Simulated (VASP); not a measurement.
SnO2: single point with PBE

The system is SnO2.

```
Sn O
1.0
     4.85275    0.00000    0.00000
     0.00000    4.85293    0.00000
     0.00000    0.00000    3.24427
Sn O
2 4
Cartesian
  2.4264 2.4265 1.6221
  0.0000 0.0000 0.0000
  1.4890 1.4893 0.0000
  3.9154 0.9371 1.6221
  0.9373 3.9158 1.6221
  3.3637 3.3636 0.0000
```

```yaml
Program: VASP 6.6.1
Task: single point
Functional: PBE
Potentials_or_basis: VASP PAW PBE potentials, release 64 (Sn_d, O)
Cutoff: 520 eV
k_mesh: 6 × 6 × 8
Occupations: gaussian, width 0.02 eV
Spin: no spin polarisation
```

| Property | Result |
| --- | --- |
| Pressure | -1.4 GPa |
| Largest force | 0.017 eV/Å |
| Band gap on the k mesh | 0.56 eV, direct |

Forces on the atoms (eV/Å):
```
Sn   0.000  0.000  0.000
Sn   0.000  0.000  0.000
O   -0.012 -0.012  0.000
O   -0.012  0.012  0.000
O    0.012 -0.012  0.000
O    0.012  0.012  0.000
```

Stress tensor (GPa, compression positive):
```
-1.51  0.00  0.00
 0.00 -1.52  0.00
 0.00  0.00 -1.21
```

Levels at points of the mesh, in eV from the valence-band top:
```csv
k point,band 23,band 24,band 25,band 26,band 27,band 28,band 29,band 30
"(0.00, 0.00, 0.00)",-1.25,-0.73,-0.73,0.00,0.56,5.59,6.02,6.02
"(0.50, 0.00, 0.00)",-1.20,-1.20,-0.60,-0.60,3.76,3.76,6.75,6.75
"(0.00, 0.50, 0.00)",-1.20,-1.20,-0.60,-0.60,3.76,3.76,6.76,6.76
"(0.50, 0.50, 0.00)",-1.32,-1.32,-0.85,-0.85,4.15,4.15,7.08,7.08
"(0.00, 0.00, 0.50)",-1.49,-1.49,-1.17,-1.17,5.46,5.46,9.27,9.27
"(0.50, 0.00, 0.50)",-1.00,-1.00,-0.76,-0.76,5.71,5.71,7.49,7.49
"(0.00, 0.50, 0.50)",-1.00,-1.00,-0.76,-0.76,5.71,5.71,7.49,7.49
"(0.50, 0.50, 0.50)",-0.91,-0.91,-0.77,-0.77,4.24,4.24,8.53,8.53
```

It took 2.5 min on 1 thread of AMD EPYC 7R43 64-Core Processor (Zen 3), on a shared host, peak memory 0.25 GiB.

Caveat: spin-orbit coupling is left out, which moves the levels of the heavy elements. PBE gaps usually lie below the measured ones, often by a third to a half.
